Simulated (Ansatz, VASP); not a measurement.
**One calculation of SnSe, two programs**

Contents of INCAR:

```
  PREC = Accurate
  ENCUT = 500
  EDIFF = 1E-6
  ISMEAR = 0
  SIGMA = 0.01
  LREAL = False
  LASPH = True
  NELM = 120
  ALGO = Normal
  ISIF = 2
  LWAVE = False
  LCHARG = False
  GGA = CA
  NBANDS = 17
  GGA_COMPAT = False
```

File KPOINTS:

```
Automatic mesh
0
Gamma
  4 4 4
```

File POSCAR:

```
SnSe
1.0
    0.0000000000      3.0100000000      3.0100000000
    3.0100000000      0.0000000000      3.0100000000
    3.0100000000      3.0100000000      0.0000000000
Sn Se
1 1
Direct
   -0.0171083889      0.0122506275     -0.0048729121
    0.5133564324      0.4809828772      0.5079521987
```

Input for Ansatz:

```yaml
crystal:
  lattice:
    - [0.0, 3.01, 3.01]
    - [3.01, 0.0, 3.01]
    - [3.01, 3.01, 0.0]
  atoms:
    - { symbol: Sn, position: [-0.017108388917412218, 0.012250627453073225, -0.004872912068627582] }
    - { symbol: Se, position: [0.5133564323540056, 0.48098287724609, 0.5079521987013484] }
basis:
  ecutwfc: 462.593566181796
kpoints:
  mp_grid:
    grid: [4, 4, 4]
hamiltonian:
  xc: lda
  pseudopotentials:
    kind: paw
scf:
  occupations:
    method: fixed
output:
  forces: true
```

Alike in both runs: task single point; functional LDA; k mesh 4 × 4 × 4; no spin polarisation.

|  | VASP | Ansatz |
| --- | --- | --- |
| version | VASP 6.6.1 | Ansatz 0.2.0 |
| potentials or method | VASP PAW LDA potentials, release 64 (Sn_d, Se), cutoff 500 eV | plane waves, PAW |
| occupations | gaussian, width 0.01 eV | fixed |
| valence electrons in the cell | 20 | 30 |

Ansatz gave:

```
rms of the force components (eV/Å) : 0.031
```

Problem. Estimate VASP's values.

Solution. rms of the force components (eV/Å): 0.027.

LDA's correlation is that of Perdew and Zunger in VASP and of Perdew and Wang (1992) in Ansatz. Atom by atom the forces differ by 0.004 eV/Å (rms over components). VASP's potentials hold 20 valence electrons a cell and Ansatz's 30, so a difference there can come from the potentials and not from the codes.

The k mesh is coarse, so the values compare programs but aren't converged.
